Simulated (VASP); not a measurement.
# AlP5 (P6/mmm) in VASP: notebook, part 2 of 2

VASP 6.6.1. The steps go on from the part before.

## (4) Single point, PBE

This run uses another cell than the first one, of 16.26 Å³/atom, 1.010 times its volume.

File INCAR:

```
ALGO = Normal
EDIFF = 1E-7
ENCUT = 520
GGA = PE
ISIF = 2
ISMEAR = 0
LASPH = True
LCHARG = True
LELF = True
LREAL = False
LVHAR = True
LWAVE = False
NBANDS = 23
NELM = 80
PREC = Accurate
SIGMA = 0.1
```

File KPOINTS:

```
k-points
0
Gamma
  12 12 10
```

File POSCAR:

```
AlP5
1.0
    4.7642836149      0.0000000000      0.0000000000
   -2.3821418074      4.1259906413      0.0000000000
    0.0000000000      0.0000000000      4.9625899502
Al P
1 5
Direct
    0.0000000000      0.0000000000      0.0000000000
    0.5000000000      0.0000000000      0.5000000000
    0.5000000000      0.5000000000      0.5000000000
    0.0000000000      0.5000000000      0.5000000000
    0.3333333333      0.6666666667      0.0000000000
    0.6666666667      0.3333333333      0.0000000000
```

Potentials or basis: VASP PAW PBE potentials, release 64 (Al, P).

The run is started by

```sh
$ cat potpaw_PBE.64/Al/POTCAR potpaw_PBE.64/P/POTCAR > POTCAR
$ mpirun -np 1 vasp_std > vasp.out
```

OUTCAR:

```text
EDIFF = 1E-7
   ENCUT = 520
   GGA = PE
   ISIF = 2
   ISMEAR = 0
   LASPH = True
   LREAL = False
   NELM = 80
   PREC = Accurate

 ion  position               nearest neighbor table
   1  0.000  0.000  0.000-   5 2.75   6 2.75   5 2.75   6 2.75   6 2.75   5 2.75
   2  0.500  0.000  0.500-   3 2.38   3 2.38   4 2.38   4 2.38   5 2.84   6 2.84   5 2.84   6 2.84

   3  0.500  0.500  0.500-   2 2.38   2 2.38   4 2.38   4 2.38   5 2.84   6 2.84   5 2.84   6 2.84
[... 839 lines left out ...]
  -------------------------------------------------------------------------------------
  Total       -0.1285513     -0.1285513     -0.0742780     -0.0000000     -0.0000000      0.0000000
  in kB       -2.1113145     -2.1113145     -1.2199340     -0.0000000     -0.0000000      0.0000000
  external PRESSURE =      -1.8141876 kB  Pullay stress =       0.0000000 kB

 VOLUME and BASIS-vectors are now :
 -----------------------------------------------------------------------------
  energy-cutoff  :      520.00
  volume of cell :       97.55
      direct lattice vectors                 reciprocal lattice vectors
     4.764283615  0.000000000  0.000000000     0.209895145  0.121183018  0.000000000
    -2.382141807  4.125990641  0.000000000     0.000000000  0.242366037  0.000000000
     0.000000000  0.000000000  4.962589950     0.000000000  0.000000000  0.201507682

 POSITION                                       TOTAL-FORCE (eV/Angst)
 -----------------------------------------------------------------------------------
      0.00000      0.00000      0.00000        -0.000000      0.000000     -0.000000
      2.38214      0.00000      2.48129        -0.000000      0.000000     -0.000000
      1.19107      2.06300      2.48129        -0.000000      0.000000     -0.000000
     -1.19107      2.06300      2.48129        -0.000000      0.000000     -0.000000
     -0.00000      2.75066      0.00000        -0.000000     -0.000000      0.000000
      2.38214      1.37533      0.00000         0.000000      0.000000     -0.000000
 -----------------------------------------------------------------------------------
    total drift:                                0.000000      0.000000      0.000000

  FREE ENERGIE OF THE ION-ELECTRON SYSTEM (eV)
  ---------------------------------------------------
  free  energy   TOTEN  =       -26.8341841987 eV

  energy  without entropy=      -26.8198539178  energy(sigma->0) =      -26.82701906
```

Wall time 3.8 min (1 thread of AMD EPYC 7R43 (Zen 3), shared host); peak memory 0.3 GiB.

Results:

```yaml
Free_energy: -26.8342 eV
Pressure: -0.2 GPa
Band_gap_on_the_k_mesh: zero (band 14 reaches 9.05 eV, above the bottom of band 15 at 6.75 eV)
```

## (5) Relaxation of cell and atoms, PBE

This run uses another cell than the first one, of 20.16 Å³/atom, 1.252 times its volume.

File INCAR:

```
SYSTEM = AlP5
PREC     = Accurate       ! precision mode
ENCUT    = 600            ! plane-wave cutoff, eV
EDIFF    = 1E-6           ! SCF threshold, eV
ISMEAR   = 0              ! smearing method
SIGMA    = 0.1            ! smearing width, eV
LREAL    = .FALSE.        ! projectors in reciprocal space
LASPH    = .TRUE.         ! aspherical terms in the spheres
NELM     = 80             ! most SCF steps
ALGO     = Normal         ! electronic algorithm
ISIF     = 3              ! what is computed and relaxed
LWAVE    = .FALSE.        ! write WAVECAR
LCHARG   = .FALSE.        ! write CHGCAR
GGA      = PE             ! functional
IBRION   = 2              ! ionic algorithm
NSW      = 90             ! ionic steps
EDIFFG   = -0.04          ! ionic threshold
```

File KPOINTS:

```
regular mesh
0
G
  6 6 4
  0 0 0
```

File POSCAR:

```
AlP5
1.0
    5.5136980100      0.0000000000      0.0000000000
   -2.7568490100      4.7750025500      0.0000000000
    0.0000000000      0.0000000000      4.5940372000
Al P
1 5
Direct
    0.0000000000      0.0000000000      0.0000000000
    0.5000000000      0.0000000000      0.5000000000
    0.5000000000      0.5000000000      0.5000000000
    0.0000000000      0.5000000000      0.5000000000
    0.3333333300      0.6666666700      0.0000000000
    0.6666666700      0.3333333300      0.0000000000
```

Potentials or basis: VASP PAW PBE potentials, release 64 (Al, P).

The run is started by

```sh
$ cat potpaw_PBE.64/Al/POTCAR potpaw_PBE.64/P/POTCAR > POTCAR
$ mpirun -np 1 vasp_std > vasp.out
```

OUTCAR:

```text
SYSTEM = AlP5
   PREC = Accurate
   ENCUT = 600
   EDIFF = 1E-6
   ISMEAR = 0
   LREAL = .FALSE.
   LASPH = .TRUE.
   NELM = 80
   ISIF = 3
   GGA = PE
   IBRION = 2
   NSW = 90
   EDIFFG = -0.04

 ion  position               nearest neighbor table
   1  0.000  0.000  0.000-
   2  0.500  0.000  0.500-   4 2.76   4 2.76   3 2.76   3 2.76   5 2.79   6 2.79   5 2.79   6 2.79

   3  0.500  0.500  0.500-   4 2.76   4 2.76   2 2.76   2 2.76   5 2.79   6 2.79   5 2.79   6 2.79

   4  0.000  0.500  0.500-   3 2.76   3 2.76   2 2.76   2 2.76   5 2.79   6 2.79   5 2.79   6 2.79

   5  0.333  0.667  0.000-   4 2.79   4 2.79   2 2.79   2 2.79   3 2.79   3 2.79
   6  0.667  0.333  0.000-   4 2.79   4 2.79   2 2.79   2 2.79   3 2.79   3 2.79

  LATTYP: Found a hexagonal cell.
 ALAT       =     5.5136980100
 C/A-ratio  =     0.8332043561

  Lattice vectors:

 A1 = (   5.5136980100,   0.0000000000,   0.0000000000)
 A2 = (  -2.7568490100,   4.7750025500,   0.0000000000)
 A3 = (   0.0000000000,   0.0000000000,   4.5940372000)

Analysis of symmetry for initial positions (statically):
=====================================================================
 Subroutine PRICEL returns:
 Original cell was already a primitive cell.

 Routine SETGRP: Setting up the symmetry group for a
 hexagonal supercell.

 Subroutine GETGRP returns: Found 24 space group operations
 (whereof 24 operations were pure point group operations)
 out of a pool of 24 trial point group operations.

The static configuration has the point symmetry D_6h.

Analysis of symmetry for dynamics (positions and initial velocities):
=====================================================================
 Subroutine PRICEL returns:
 Original cell was already a primitive cell.

 Routine SETGRP: Setting up the symmetry group for a
 hexagonal supercell.

 Subroutine GETGRP returns: Found 24 space group operations
 (whereof 24 operations were pure point group operations)
 out of a pool of 24 trial point group operations.

The dynamic configuration has the point symmetry D_6h.

 Subroutine INISYM returns: Found 24 space group operations
 (whereof 24 operations are pure point group operations),
 and found     1 'primitive' translations

----------------------------------------------------------------------------------------

[... 105 lines left out ...]
   TEBEG  =    0.0;   TEEND  =   0.0 temperature during run
   PSTRESS=    0.0 pullay stress
   NELECT =      28.0000    total number of electrons
   NUPDOWN=      -1.0000    fix difference up-down
   EMIN   =  10.00;   EMAX   =-10.00  energy-range for DOS
   EFERMI =   0.00;   METHOD = LEGACY
   ISMEAR =     0;   SIGMA  =   0.10  broadening in eV -4-tet -1-fermi 0-gaus
   EFERMI_NEDOS =   21; number of points for ismear=-14 and -15
   IALGO  =     38    algorithm
   IMIX   =      4    mixing-type and parameters
     AMIX     =   0.40;   BMIX     =  1.00
     AMIX_MAG =   1.60;   BMIX_MAG =  1.00
  volume/ion in A,a.u.               =      20.16       136.04
  Fermi-wavevector in a.u.,A,eV,Ry     =   1.005211  1.899573 13.747990  1.010449
  Thomas-Fermi vector in A             =   2.137876
   LORBIT       =      0    0 simple, 1 ext, 2 COOP (PROOUT), +10 PAW based schemes
   GGA     = PE    functional components
   LHFCALC =     F    Hartree Fock is set to
   AEXX    =    0.0000 exact exchange contribution
   IVDW    =     0    specifies the selected vdW correction
   LEPSILON=     F    determine dielectric tensor
   LRPA    =     F    only Hartree local field effects (RPA)
 conjugate gradient relaxation of ions
 non-spin polarized calculation
 Gauss-broadening in eV      SIGMA  =   0.10
  energy-cutoff  :      600.00
  volume of cell :      120.95
 maximum number of plane-waves:      4052
 NGX is ok and might be reduce to    48
   NGX = 21   NGY = 21   NGZ = 19

--------------------------------------- Ionic step        1  -------------------------------------------

 number of electron      27.9999999 magnetization

 Free energy of the ion-electron system (eV)
  ---------------------------------------------------
  ext. energy  EPLUGINS =         0.00000000
  ---------------------------------------------------
  free energy    TOTEN  =       -25.70888877 eV

  energy without entropy =      -25.69598946  energy(sigma->0) =      -25.70243911

 E-fermi :   5.9004     XC(G=0):  -9.8469

 val. band max:        5.8726390040   @ k =   0.0000   0.0000   0.5000
 cond. band min:       5.9016632577   @ k =   0.1667   0.1667   0.5000
 fundamental gap:      0.0290242537
 Fermi energy:         5.9003657791

 k-point     1 :       0.0000    0.0000    0.0000
  band No.  band energies     occupation
      1      -8.1279      2.00000
      2      -3.9600      2.00000
      3      -3.1103      2.00000
      4      -3.1103      2.00000
      5      -2.6486      2.00000
      6      -0.1414      2.00000
[... 629 lines left out ...]
--------------------------------------- Ionic step        6  -------------------------------------------

 number of electron      28.0000001 magnetization

 Free energy of the ion-electron system (eV)
  ---------------------------------------------------
  ext. energy  EPLUGINS =         0.00000000
  ---------------------------------------------------
  free energy    TOTEN  =       -26.72552858 eV

  energy without entropy =      -26.71367089  energy(sigma->0) =      -26.71959974

 E-fermi :   8.6898     XC(G=0): -10.7945

 val. band max:        8.6628730442   @ k =   0.3333   0.0000   0.0000
 cond. band min:       8.7481743716   @ k =   0.3333   0.0000   0.2500
 fundamental gap:      0.0853013275
 Fermi energy:         8.6898179511

 k-point     1 :       0.0000    0.0000    0.0000
  band No.  band energies     occupation
      1      -7.4817      2.00000
      2      -2.3817      2.00000
      3      -1.0126      2.00000
      4      -1.0126      2.00000
      5      -0.2488      2.00000
      6       0.9612      2.00000
[... 463 lines left out ...]
  FREE ENERGIE OF THE ION-ELECTRON SYSTEM (eV)
  ---------------------------------------------------
  free  energy   TOTEN  =       -26.7255285840 eV

  energy  without entropy=      -26.7136708861  energy(sigma->0) =      -26.71959974

 reached required accuracy - stopping structural energy minimisation
```

Run time: 3.3 min. Hardware: 1 thread of AMD EPYC 7R43 (Zen 3), shared host; peak memory 0.27 GiB.

What came out:

```yaml
Free_energy: -26.7255 eV
Relaxed_volume: 16.03 Å³/atom
Relaxed_cell: a = 5.103 Å, b = 5.103 Å, c = 4.265 Å, α = 90.00°, β = 90.00°, γ = 120.00°
Space_group_after_relaxing_to_0.05_Å: P6/mmm (No. 191)
Energy_gained_by_relaxing: 169.4 meV/atom
Ionic_steps: 6
Pressure_after_relaxing: 0.2 GPa
Band_gap_on_the_k_mesh: zero (band 14 reaches 9.76 eV, above the bottom of band 15 at 7.08 eV)
```

Step by step:
| step | energy change (eV) | largest force (eV/Å) | pressure (GPa) | volume (Å³) |
| --- | --- | --- | --- | --- |
| 1 | 0.0000 | 0.0000 | -10.92 | 120.95 |
| 2 | -1.0055 | 0.0000 | -1.43 | 98.45 |
| 3 | -1.0138 | 0.0000 | -0.14 | 96.73 |
| 4 | -1.0136 | 0.0000 | 0.22 | 96.29 |
| 5 | -1.0157 | 0.0000 | 0.18 | 96.13 |
| 6 | -1.0166 | 0.0000 | 0.18 | 96.19 |

Final structure:
```
Al P
1.0
     5.10314    0.00000    0.00000
    -2.55157    4.41945    0.00000
     0.00000    0.00000    4.26496
Al P
1 5
Direct
  0.00000 0.00000 0.00000
  0.50000 0.00000 0.50000
  0.50000 0.50000 0.50000
  0.00000 0.50000 0.50000
  0.33333 0.66667 0.00000
  0.66667 0.33333 0.00000
```

Levels at points of the mesh, in eV from the Fermi level:
```csv
k point,band 10,band 11,band 12,band 13,band 14,band 15,band 16,band 17,band 18
"(0.00, 0.00, 0.00)",-3.57,-2.91,-1.80,-1.80,-1.57,-1.57,0.27,0.27,3.51
"(0.50, 0.00, 0.00)",-2.67,-2.65,-2.61,-1.90,-1.69,-1.61,0.37,1.96,2.64
"(0.00, 0.00, 0.50)",-4.84,-2.98,-2.98,-2.34,-0.74,0.57,0.90,3.70,4.48
"(0.50, 0.00, 0.50)",-1.50,-1.43,-1.38,-0.93,-0.73,-0.04,1.60,1.62,1.66
```

Caveat: the volume moved by over 15 % at a fixed basis, so the end points are rough.

## (6) Relaxation of cell and atoms, PBE

Changes to INCAR since step 5:

```diff
@@ -8,3 +8,3 @@
 LASPH    = .TRUE.         ! aspherical terms in the spheres
-NELM     = 80             ! most SCF steps
+NELM     = 100            ! most SCF steps
 ALGO     = Normal         ! electronic algorithm
@@ -15,3 +15,3 @@
 IBRION   = 2              ! ionic algorithm
-NSW      = 90             ! ionic steps
-EDIFFG   = -0.04          ! ionic threshold
+NSW      = 100            ! ionic steps
+EDIFFG   = -0.01          ! ionic threshold
```

File KPOINTS:

```
Automatic mesh
0
G
  12 12 10
  0 0 0
```

File POSCAR:

```
AlP5
1.0
    5.1098881860      0.0000000000      0.0000000000
   -2.5549440930      4.4252929795      0.0000000000
    0.0000000000      0.0000000000      4.2712123641
Al P
1 5
Direct
    0.0000000000      0.0000000000      0.0000000000
    0.5000000000      0.0000000000      0.5000000000
    0.5000000000      0.5000000000      0.5000000000
    0.0000000000      0.5000000000      0.5000000000
    0.3333333333      0.6666666667      0.0000000000
    0.6666666667      0.3333333333      0.0000000000
```

Potentials or basis: VASP PAW PBE potentials, release 64 (Al, P).

The run is started by

```sh
$ cat potpaw_PBE.64/Al/POTCAR potpaw_PBE.64/P/POTCAR > POTCAR
$ mpirun -np 1 vasp_std > vasp.out
```

It took 31 min on 1 thread of AMD EPYC 7R43 (Zen 3), shared host; peak memory 0.34 GiB.

The run converged. Its results:

| Quantity | Value |
| --- | --- |
| Free energy | -26.8339 eV |
| Relaxed volume | 16.22 Å³/atom |
| Relaxed cell | a = 4.758 Å, b = 4.758 Å, c = 4.964 Å, α = 90.00°, β = 90.00°, γ = 120.00° |
| Space group after relaxing (to 0.05 Å) | P6/mmm (No. 191) |
| Energy gained by relaxing | 49.4 meV/atom |
| Ionic steps | 16 |
| Pressure after relaxing | 0.0 GPa |
| Band gap on the k mesh | zero (band 14 reaches 9.08 eV, above the bottom of band 15 at 6.80 eV) |

Stress tensor (GPa, compression positive):
```
 0.08  0.00  0.00
 0.00  0.08  0.00
 0.00  0.00 -0.01
```

The path:
```
step  energy change (eV)  largest force (eV/Å)  pressure (GPa)  volume (Å³)
   1              0.0000                0.0000            0.36        96.58
   2             -0.0240                0.0000           -0.27        97.09
   3             -0.0692                0.0000           -1.31        98.49
   4             -0.2071                0.0000           -3.08       100.87
   5             -0.2413                0.0000           -3.32       101.74
   6             -0.2552                0.0000           -2.98       101.40
   7             -0.2749                0.0000           -2.05       100.50
   8             -0.2503                0.0000            0.18        98.57
   9             -0.2776                0.0000           -1.55       100.02
  10             -0.2776                0.0000           -1.65       100.12
  11             -0.2828                0.0000           -1.41        99.70
  12             -0.2929                0.0000           -0.66        98.44
  13             -0.2906                0.0000            0.99        95.92
  14             -0.2963                0.0000           -0.04        97.44
  15             -0.2964                0.0000            0.08        97.25
  16             -0.2964                0.0000            0.05        97.31
```

Final structure:
```
Al P
1.0
     4.75768    0.00000    0.00000
    -2.37884    4.12027    0.00000
     0.00000    0.00000    4.96382
Al P
1 5
Direct
  0.00000 0.00000 0.00000
  0.50000 0.00000 0.50000
  0.50000 0.50000 0.50000
  0.00000 0.50000 0.50000
  0.33333 0.66667 0.00000
  0.66667 0.33333 0.00000
```

Levels at points of the mesh, in eV from the Fermi level:
```tsv
k point	band 12	band 13	band 14	band 15	band 16	band 17
(0.00, 0.00, 0.00)	-2.26	-1.76	-1.23	-1.23	-0.61	-0.61
(0.50, 0.00, 0.00)	-1.22	-1.14	-0.33	0.06	0.35	2.04
(0.00, 0.00, 0.50)	-2.69	-2.69	-2.21	-1.54	0.33	1.61
(0.50, 0.00, 0.50)	-0.65	-0.47	-0.14	0.44	0.47	0.48
```

## (7) The runs side by side

```tsv
task	cell	k mesh	cutoff (eV)	gap on the mesh (eV)	pressure (GPa)	relaxed volume (Å³/atom)
single point	a = 5.110, b = 5.110, c = 4.271 Å, angles 90.0, 90.0, 120.0°, 6 atoms	6 × 6 × 4	520	none	-0.2	-
single point	a = 5.514, b = 5.514, c = 4.594 Å, angles 90.0, 90.0, 120.0°, 6 atoms	6 × 6 × 4	520	none	-10.9	-
single point	a = 4.764, b = 4.764, c = 4.963 Å, angles 90.0, 90.0, 120.0°, 6 atoms	12 × 12 × 10	520	none	-0.2	-
relaxation of cell and atoms	relaxed from a = 5.514, b = 5.514, c = 4.594 Å, angles 90.0, 90.0, 120.0°, 6 atoms	6 × 6 × 4	600	none	0.2	16.03
relaxation of cell and atoms	relaxed from a = 5.110, b = 5.110, c = 4.271 Å, angles 90.0, 90.0, 120.0°, 6 atoms	12 × 12 × 10	600	none	0.0	16.22
```

Alike in all rows: level PBE; potentials or basis VASP PAW PBE potentials, release 64 (Al, P); no spin polarisation; smearing gaussian 0.1 eV.

Caveats: some runs use coarse meshes; the volume moved by over 15 % at a fixed basis, so the end points are rough (some runs).

Total energies depend on the potentials used, so only differences within one code and one set of settings carry meaning.
